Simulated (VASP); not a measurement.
# Cu (Fm-3m) in VASP: further runs

Cu is run at these levels: PBEsol; tasks: single point.

Program: VASP 6.6.1. These are calculated values, not measurements. Logs are shortened: lines on timing, memory, paths and dates and some standing lists are left out, and cuts for length are marked.

**1. The cell of the first run**

The structure is cubic, space group Fm-3m (No. 225). Conventional cell: a = 3.650 Å, b = 3.650 Å, c = 3.650 Å, α = 90.00°, β = 90.00°, γ = 90.00°. Cu (site symmetry m-3m) has 12 Cu at 2.58 Å within 3.4 Å.

**2. Single point, PBEsol**

Contents of INCAR:

```
PREC = Accurate
ENCUT = 520
EDIFF = 1E-6
ISMEAR = 0
SIGMA = 0.1
LREAL = F
LASPH = T
NELM = 60
ALGO = Fast
ISIF = 2
LWAVE = F
LCHARG = F
GGA = PS
NBANDS = 12
```

Contents of KPOINTS:

```
Automatic mesh
0
Gamma
  8 8 8
```

Contents of POSCAR:

```
Cu
1.0
    0.0000000000      1.8250000000      1.8250000000
    1.8250000000      0.0000000000      1.8250000000
    1.8250000000      1.8250000000      0.0000000000
Cu
1
Direct
    0.0000000000      0.0000000000      0.0000000000
```

Potentials or basis: VASP PAW PBE potentials, release 64 (Cu).

The run is started by

```console
cat potpaw_PBE.64/Cu/POTCAR > POTCAR
mpirun -np 1 vasp_std > vasp.out
```

OUTCAR:

```text
PREC = Accurate
   ENCUT = 520
   EDIFF = 1E-6
   ISMEAR = 0
   LREAL = F
   LASPH = T
   NELM = 60
   ISIF = 2
   GGA = PS

 ion  position               nearest neighbor table
   1  0.000  0.000  0.000-

  LATTYP: Found a face centered cubic cell.
 ALAT       =     3.6500000000

  Lattice vectors:

 A1 = (   0.0000000000,   1.8250000000,   1.8250000000)
 A2 = (   1.8250000000,   0.0000000000,   1.8250000000)
 A3 = (   1.8250000000,   1.8250000000,   0.0000000000)

Analysis of symmetry for initial positions (statically):
=====================================================================
 Subroutine PRICEL returns:
 Original cell was already a primitive cell.

 Routine SETGRP: Setting up the symmetry group for a
 face centered cubic supercell.

 Subroutine GETGRP returns: Found 48 space group operations
 (whereof 48 operations were pure point group operations)
 out of a pool of 48 trial point group operations.

The static configuration has the point symmetry O_h .

Analysis of symmetry for dynamics (positions and initial velocities):
=====================================================================
 Subroutine PRICEL returns:
 Original cell was already a primitive cell.

 Routine SETGRP: Setting up the symmetry group for a
 face centered cubic supercell.

 Subroutine GETGRP returns: Found 48 space group operations
 (whereof 48 operations were pure point group operations)
 out of a pool of 48 trial point group operations.

The dynamic configuration has the point symmetry O_h .

 Subroutine INISYM returns: Found 48 space group operations
 (whereof 48 operations are pure point group operations),
 and found     1 'primitive' translations

----------------------------------------------------------------------------------------

                                     Primitive cell

  volume of cell :      12.1568

  direct lattice vectors                    reciprocal lattice vectors
     0.000000000  1.825000000  1.825000000    -0.273972603  0.273972603  0.273972603
     1.825000000  0.000000000  1.825000000     0.273972603 -0.273972603  0.273972603
     1.825000000  1.825000000  0.000000000     0.273972603  0.273972603 -0.273972603

  length of vectors
     2.580939751  2.580939751  2.580939751     0.474534468  0.474534468  0.474534468

  position of ions in fractional coordinates (direct lattice)
     0.000000000  0.000000000  0.000000000

  ion indices of the primitive-cell ions
   primitive index   ion index
                 1           1

----------------------------------------------------------------------------------------

 KPOINTS: Automatic mesh

Automatic generation of k-mesh.
 Grid dimensions read from file:
 generate k-points for:    8    8    8

 Generating k-lattice:

  Cartesian coordinates                     Fractional coordinates (reciprocal lattice)
    -0.034246575  0.034246575  0.034246575     0.125000000  0.000000000  0.000000000
     0.034246575 -0.034246575  0.034246575     0.000000000  0.125000000  0.000000000
     0.034246575  0.034246575 -0.034246575     0.000000000  0.000000000  0.125000000

  Length of vectors
     0.059316808  0.059316808  0.059316808

  Shift w.r.t. Gamma in fractional coordinates (k-lattice)
     0.000000000  0.000000000  0.000000000

 Subroutine IBZKPT returns following result:
 ===========================================

 Found     29 irreducible k-points:

 Following reciprocal coordinates:
            Coordinates               Weight
  0.000000  0.000000  0.000000      1.000000
  0.125000  0.000000  0.000000      8.000000
  0.250000  0.000000  0.000000      8.000000
  0.375000  0.000000  0.000000      8.000000
  0.500000  0.000000  0.000000      4.000000
  0.125000  0.125000  0.000000      6.000000
[... 16 lines left out ...]
  0.500000  0.250000  0.125000     48.000000
 -0.375000  0.250000  0.125000     24.000000
 [... further k-points ...]
   k-points           NKPTS =     29   k-points in BZ     NKDIM =     29   number of bands    NBANDS=     12
   number of dos      NEDOS =    301   number of ions     NIONS =      1
   total plane-waves  NPLWV =   8000
   dimension x,y,z NGX =    20 NGY =   20 NGZ =   20
   dimension x,y,z NGXF=    40 NGYF=   40 NGZF=   40
   ions per type =               1
   NGX,Y,Z   is equivalent  to a cutoff of  12.88, 12.88, 12.88 a.u.
   NGXF,Y,Z  is equivalent  to a cutoff of  25.77, 25.77, 25.77 a.u.
 SYSTEM =  unknown system
   PREC   = accura    normal or accurate (medium, high low for compatibility)
   ISTART =      0    job   : 0-new  1-cont  2-samecut
   ICHARG =      2    charge: 1-file 2-atom 10-const
   ISPIN  =      1    spin polarized calculation?
   LNONCOLLINEAR =      F non collinear calculations
   LSORBIT =      F    spin-orbit coupling
   LASPH  =      T    aspherical Exc in radial PAW
   ENCUT  =  520.0 eV  38.22 Ry    6.18 a.u.   4.80  4.80  4.80*2*pi/ulx,y,z
   NELM   =     60;   NELMIN=  2; NELMDL= -5     # of ELM steps
   EDIFF  = 0.1E-05   stopping-criterion for ELM
   LREAL  =      F    real-space projection
   EDIFFG = 0.1E-04   stopping-criterion for IOM
   NSW    =      0    number of steps for IOM
   IBRION =     -1    ionic relax: 0-MD 1-quasi-New 2-CG
   NFREE  =      0    steps in history (QN), initial steepest desc. (CG)
   ISIF   =      2    stress and relaxation
   ISYM   =      2    0-nonsym 1-usesym 2-fastsym
   POTIM  = 0.5000    time-step for ionic-motion
   TEBEG  =    0.0;   TEEND  =   0.0 temperature during run
   PSTRESS=    0.0 pullay stress
   NELECT =      11.0000    total number of electrons
   NUPDOWN=      -1.0000    fix difference up-down
   EMIN   =  10.00;   EMAX   =-10.00  energy-range for DOS
   EFERMI =   0.00;   METHOD = LEGACY
   ISMEAR =     0;   SIGMA  =   0.10  broadening in eV -4-tet -1-fermi 0-gaus
   EFERMI_NEDOS =   21; number of points for ismear=-14 and -15
   IALGO  =     68    algorithm
   IMIX   =      4    mixing-type and parameters
     AMIX     =   0.40;   BMIX     =  1.00
     AMIX_MAG =   1.60;   BMIX_MAG =  1.00
  volume/ion in A,a.u.               =      12.16        82.04
  Fermi-wavevector in a.u.,A,eV,Ry     =   1.583432  2.992253 34.113318  2.507258
  Thomas-Fermi vector in A             =   2.683204
   LORBIT       =      0    0 simple, 1 ext, 2 COOP (PROOUT), +10 PAW based schemes
   GGA     = PS    functional components
   LHFCALC =     F    Hartree Fock is set to
   AEXX    =    0.0000 exact exchange contribution
   IVDW    =     0    specifies the selected vdW correction
   LEPSILON=     F    determine dielectric tensor
   LRPA    =     F    only Hartree local field effects (RPA)
 non-spin polarized calculation
 RMM-DIIS sequential band-by-band and
 Gauss-broadening in eV      SIGMA  =   0.10
  energy-cutoff  :      520.00
  volume of cell :       12.16
 maximum number of plane-waves:       342
   NGX =  9   NGY =  9   NGZ =  9

 number of electron      10.9999992 magnetization

 Free energy of the ion-electron system (eV)
  ---------------------------------------------------
  ext. energy  EPLUGINS =         0.00000000
  ---------------------------------------------------
  free energy    TOTEN  =        -4.25534024 eV

  energy without entropy =       -4.25226477  energy(sigma->0) =       -4.25380250

 E-fermi :   6.9614     XC(G=0): -12.7391

 val. band max:        6.8870091904   @ k =   0.5000   0.2500   0.1250
 cond. band min:       7.1747201758   @ k =   0.5000   0.1250   0.0000
 fundamental gap:      0.2877109854
 Fermi energy:         6.9614121462

 k-point     1 :       0.0000    0.0000    0.0000
  band No.  band energies     occupation
      1      -2.1206      2.00000
      2       4.1197      2.00000
      3       4.1197      2.00000
      4       4.1197      2.00000
      5       4.9159      2.00000
      6       4.9159      2.00000
      7      29.3989      0.00000
      8      31.7914      0.00000
      9      31.7914      0.00000
     10      31.7914      0.00000
     11      34.2521      0.00000
     12      34.2521      0.00000

 k-point     2 :       0.1250    0.0000    0.0000
  band No.  band energies     occupation
      1      -1.5688      2.00000
      2       4.0147      2.00000
      3       4.2097      2.00000
      4       4.2097      2.00000
      5       4.8881      2.00000
      6       4.8881      2.00000
      7      25.5085      0.00000
      8      29.9521      0.00000
      9      30.5941      0.00000
     10      30.5941      0.00000
     11      36.1674      0.00000
     12      36.1983      0.00000

 k-point     3 :       0.2500    0.0000    0.0000
  band No.  band energies     occupation
      1      -0.0369      2.00000
      2       3.8763      2.00000
      3       4.2716      2.00000
      4       4.2716      2.00000
      5       4.9943      2.00000
      6       4.9943      2.00000
      7      19.2246      0.00000
      8      29.2440      0.00000
      9      29.3819      0.00000
     10      29.3819      0.00000
     11      35.0214      0.00000
     12      35.0214      0.00000

 k-point     4 :       0.3750    0.0000    0.0000
  band No.  band energies     occupation
      1       1.6673      2.00000
      2       4.1578      2.00000
      3       4.1578      2.00000
      4       4.5153      2.00000
      5       5.3035      2.00000
      6       5.3035      2.00000
      7      13.7536      0.00000
      8      28.3116      0.00000
      9      28.7693      0.00000
     10      28.7693      0.00000
     11      32.5898      0.00000
     12      32.5898      0.00000

 k-point     5 :       0.5000    0.0000    0.0000
  band No.  band energies     occupation
      1       2.1238      2.00000
      2       4.0917      2.00000
      3       4.0917      2.00000
      4       5.4593      2.00000
      5       5.4593      2.00000
      6       6.0946      2.00000
      7      10.6491      0.00000
      8      27.9051      0.00000
      9      28.6200      0.00000
     10      28.6200      0.00000
     11      31.6729      0.00000
     12      31.6729      0.00000

 k-point     6 :       0.1250    0.1250    0.0000
  band No.  band energies     occupation
      1      -1.3867      2.00000
      2       3.9143      2.00000
      3       4.2901      2.00000
      4       4.2901      2.00000
      5       4.7350      2.00000
      6       4.9918      2.00000
      7      27.6244      0.00000
      8      27.8773      0.00000
      9      27.8773      0.00000
     10      29.6429      0.00000
     11      34.4826      0.00000
     12      37.5947      0.00000

 k-point     7 :       0.2500    0.1250    0.0000
  band No.  band energies     occupation
      1      -0.1797      2.00000
      2       3.7101      2.00000
      3       4.3243      2.00000
      4       4.4309      2.00000
      5       4.7991      2.00000
      6       5.1076      2.00000
      7      21.6352      0.00000
      8      26.1145      0.00000
      9      27.4606      0.00000
     10      29.8330      0.00000
     11      32.7274      0.00000
     12      37.2436      0.00000

 k-point     8 :       0.3750    0.1250    0.0000
  band No.  band energies     occupation
      1       1.5715      2.00000
      2       3.7459      2.00000
      3       4.0977      2.00000
      4       4.3763      2.00000
      5       5.3597      2.00000
      6       5.5108      2.00000
      7      15.8166      0.00000
      8      25.4087      0.00000
      9      26.1275      0.00000
     10      27.6868      0.00000
     11      36.0639      0.00000
     12      36.8582      0.00000
[... 166 lines left out ...]
 k-point    20 :      -0.3750    0.3750    0.0000
  band No.  band energies     occupation
      1       2.8986      2.00000
      2       3.1205      2.00000
      3       4.3702      2.00000
      4       5.0449      2.00000
      5       5.4060      2.00000
      6      11.2828      0.00000
      7      12.6465      0.00000
      8      14.6528      0.00000
      9      21.8860      0.00000
     10      25.9649      0.00000
     11      35.3766      0.00000
     12      42.7597      0.00000

 k-point    21 :       0.5000    0.5000    0.0000
  band No.  band energies     occupation
      1       2.3385      2.00000
      2       2.7807      2.00000
      3       5.4450      2.00000
      4       5.5943      2.00000
      5       5.5943      2.00000
      6       8.5281      0.00000
      7      13.9484      0.00000
      8      19.8604      0.00000
      9      19.8604      0.00000
     10      24.3101      0.00000
     11      26.8188      0.00000
     12      48.5096      0.00000

 k-point    22 :       0.3750    0.2500    0.1250
  band No.  band energies     occupation
      1       1.1781      2.00000
      2       3.5077      2.00000
      3       4.1161      2.00000
      4       4.7636      2.00000
      5       4.8073      2.00000
      6       5.5730      2.00000
      7      20.0892      0.00000
      8      20.7318      0.00000
      9      25.9335      0.00000
     10      30.4366      0.00000
     11      32.1998      0.00000
     12      36.8831      0.00000

 k-point    23 :       0.5000    0.2500    0.1250
  band No.  band energies     occupation
      1       2.5572      2.00000
      2       3.5602      2.00000
      3       3.8583      2.00000
      4       4.6502      2.00000
      5       5.2372      2.00000
      6       6.8870      1.70730
      7      14.8517      0.00000
      8      20.2239      0.00000
      9      23.0805      0.00000
     10      30.4872      0.00000
     11      33.9742      0.00000
     12      37.5989      0.00000

 k-point    24 :      -0.3750    0.2500    0.1250
  band No.  band energies     occupation
      1       2.8715      2.00000
      2       3.5577      2.00000
      3       4.0559      2.00000
      4       4.5527      2.00000
      5       5.4053      2.00000
      6       9.1133      0.00000
      7      11.1483      0.00000
      8      20.9697      0.00000
      9      21.2688      0.00000
     10      30.2074      0.00000
     11      33.8391      0.00000
     12      41.2322      0.00000

 [... further k-points ...]
[... 5 lines left out ...]
  --------------------------------------------------------------------------------------
  -------------------------------------------------------------------------------------
  Total       -0.6249653     -0.6249653     -0.6249653      0.0000000     -0.0000000      0.0000000
  in kB      -82.3659876    -82.3659876    -82.3659876      0.0000000     -0.0000000      0.0000000
  external PRESSURE =     -82.3659876 kB  Pullay stress =       0.0000000 kB

 VOLUME and BASIS-vectors are now :
 -----------------------------------------------------------------------------
  energy-cutoff  :      520.00
  volume of cell :       12.16
      direct lattice vectors                 reciprocal lattice vectors
     0.000000000  1.825000000  1.825000000    -0.273972603  0.273972603  0.273972603
     1.825000000  0.000000000  1.825000000     0.273972603 -0.273972603  0.273972603
     1.825000000  1.825000000  0.000000000     0.273972603  0.273972603 -0.273972603

 POSITION                                       TOTAL-FORCE (eV/Angst)
 -----------------------------------------------------------------------------------
      0.00000      0.00000      0.00000         0.000000      0.000000      0.000000
 -----------------------------------------------------------------------------------
    total drift:                                0.000000      0.000000      0.000000

  FREE ENERGIE OF THE ION-ELECTRON SYSTEM (eV)
  ---------------------------------------------------
  free  energy   TOTEN  =        -4.2553402361 eV

  energy  without entropy=       -4.2522647705  energy(sigma->0) =       -4.25380250
```

Run time: 3.7 s. Hardware: 1 thread of Intel Xeon Platinum 8375C at 2.90GHz (Ice Lake), shared host; peak memory 0.12 GiB.

Results:

```yaml
Free_energy: -4.2553 eV
Pressure: -8.2 GPa
```

Caveat: the k points lie up to 0.37 Å⁻¹ apart; the PAW data sets were made with another functional, which shifts forces and pressure a little.

**3. Single point, PBEsol**

This run uses another cell than the first one, of 11.31 Å³/atom, 0.931 times its volume.

Contents of INCAR:

```
SYSTEM = Cu
ALGO = Normal
EDIFF = 1E-6
ENCUT = 520
GGA = PS
ISIF = 2
ISMEAR = 0
LASPH = .True.
LCHARG = .False.
LREAL = .False.
LWAVE = .False.
NBANDS = 12
NELM = 100
PREC = Accurate
SIGMA = 0.1
```

Contents of KPOINTS:

```
k-points
0
Gamma
  10 10 10
  0 0 0
```

Contents of POSCAR:

```
Cu
1.0
    0.0000000000      1.7818426868      1.7818426868
    1.7818426868      0.0000000000      1.7818426868
    1.7818426868      1.7818426868      0.0000000000
Cu
1
Direct
    0.0000000000      0.0000000000      0.0000000000
```

Potentials or basis: VASP PAW PBE potentials, release 64 (Cu).

The run is started by

```console
cat potpaw_PBE.64/Cu/POTCAR > POTCAR
mpirun -np 1 vasp_std > vasp.out
```

Wall time 5 s (1 thread of Intel Xeon Platinum 8375C at 2.90GHz (Ice Lake), shared host); peak memory 0.12 GiB.

Results (log left out):

| Item | Value |
| --- | --- |
| Free energy | -4.2950 eV |
| Pressure | 0.7 GPa |

Levels at points of the mesh, in eV from the Fermi level:
| k point | band 2 | band 3 | band 4 | band 5 | band 6 | band 7 | band 8 | band 9 | band 10 | band 11 |
| --- | --- | --- | --- | --- | --- | --- | --- | --- | --- | --- |
| (0.00, 0.00, 0.00) | -3.04 | -3.04 | -3.04 | -2.15 | -2.15 | 23.06 | 26.01 | 26.01 | 26.01 | 28.52 |
| (0.50, 0.00, 0.00) | -3.07 | -3.07 | -1.54 | -1.54 | -1.03 | 4.09 | 21.53 | 22.82 | 22.82 | 25.79 |
| (0.50, 0.50, 0.00) | -4.53 | -1.56 | -1.39 | -1.39 | 1.56 | 7.53 | 13.50 | 13.50 | 18.13 | 21.09 |

Caveat: the PAW data sets were made with another functional, which shifts forces and pressure a little.
